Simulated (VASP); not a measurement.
Wanted: the native input for a VASP 6.6.1 run.

```yaml
Task: density of states
Functional: LDA
Potentials_or_basis: VASP PAW LDA potentials, release 64 (S)
Cutoff: 520 eV
k_mesh: 16 × 16 × 16
Occupations: fermi-dirac, width 0.08 eV
Spin: no spin polarisation
Dipole_correction: no
k_mesh_for_the_DOS: 24 × 24 × 24
Occupations_for_the_DOS: tetrahedron
Further_INCAR_settings: ALGO = Normal; EDIFF = 1e-06
```

S:

```
CELL_PARAMETERS angstrom
0.00000 1.43363 1.43363
1.43363 0.00000 1.43363
1.43363 1.43363 0.00000
ATOMIC_POSITIONS crystal
S 0.00000 0.00000 0.00000
```

This cell differs from its parent crystal: volume scaled by 0.4.

The input as run:

POSCAR

```
S
1.0
    0.0000000000      1.4336289688      1.4336289688
    1.4336289688      0.0000000000      1.4336289688
    1.4336289688      1.4336289688      0.0000000000
S
1
Direct
    0.0000000000      0.0000000000      0.0000000000
```

INCAR.step1

```
SYSTEM = S
  PREC = Accurate
  ENCUT = 520
  EDIFF = 1E-6
  ISMEAR = -1
  SIGMA = 0.08
  LREAL = .False.
  LASPH = .True.
  NELM = 80
  ALGO = Normal
  ISIF = 2
  LWAVE = .False.
  LCHARG = .True.
  NBANDS = 9
```

KPOINTS.step1

```
regular mesh
0
Gamma
  16 16 16
  0 0 0
```

INCAR.step2

```
SYSTEM = S
  PREC = Accurate
  ENCUT = 520
  EDIFF = 1E-6
  ISMEAR = -5
  SIGMA = 0.08
  LREAL = .False.
  LASPH = .True.
  NELM = 80
  ALGO = Normal
  ISIF = 2
  LWAVE = .False.
  LCHARG = .False.
  LORBIT = 10
  NEDOS = 1001
  ICHARG = 11
```

KPOINTS.step2

```
regular mesh
0
Gamma
  24 24 24
  0 0 0
```

Potentials or basis: VASP PAW LDA potentials, release 64 (S).

The run is started by

```sh
$ cat potpaw_LDA.64/S/POTCAR > POTCAR
$ cp INCAR.step1 INCAR
$ cp KPOINTS.step1 KPOINTS
$ mpirun -np 1 vasp_std > vasp.out
$ cp INCAR.step2 INCAR
$ cp KPOINTS.step2 KPOINTS
$ mpirun -np 1 vasp_std > vasp.out
```

It gave:

```
Valence electrons inside the program's atomic spheres : S 3.98
```

It took 8.5 s on 1 thread of Intel Xeon 6975P-C (shared host), peak memory 0.12 GiB.
